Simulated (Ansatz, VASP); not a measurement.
# One calculation of ZnSe3, two programs

```
CELL_PARAMETERS angstrom
6.27110 0.00000 0.00000
-3.13555 5.43093 0.00000
0.00000 0.00000 4.66658
ATOMIC_POSITIONS crystal
Zn 0.33333 0.66667 0.25000
Zn 0.66667 0.33333 0.75000
Se 0.82339 0.64677 0.25000
Se 0.17661 0.82339 0.75000
Se 0.35323 0.17661 0.25000
Se 0.17661 0.35323 0.75000
Se 0.82339 0.17661 0.25000
Se 0.64677 0.82339 0.75000
```

Alike in both runs: functional PBE; k mesh 3 × 3 × 4; occupations gaussian, width 0.1 eV; no spin polarisation.

Ansatz relaxed the structure, and its values are those at the end. VASP's run is a single point on that final structure, the one shown.

```csv
,VASP,Ansatz
version,VASP 6.6.1,Ansatz 0.2.0
potentials or method,"VASP PAW PBE potentials, release 64 (Zn, Se), cutoff 520 eV","scalar-relativistic, plane waves, PAW"
valence electrons in the cell,60,120
```

|  | VASP | Ansatz | Ansatz less VASP |
| --- | --- | --- | --- |
| gap on the k mesh at the Fermi level (eV) | none | none | - |
| pressure (GPa) | 0.0 | -0.1 | -0.09 |
| rms of the force components (eV/Å) | 0.003 | 0.001 | -0.0026 |

A gap of «none» marks a metal or a gap that the smearing closes. VASP's potentials hold 60 valence electrons a cell and Ansatz's 120, so a difference there can come from the potentials and not from the codes.

The k mesh is coarse, so the values compare programs but aren't converged.
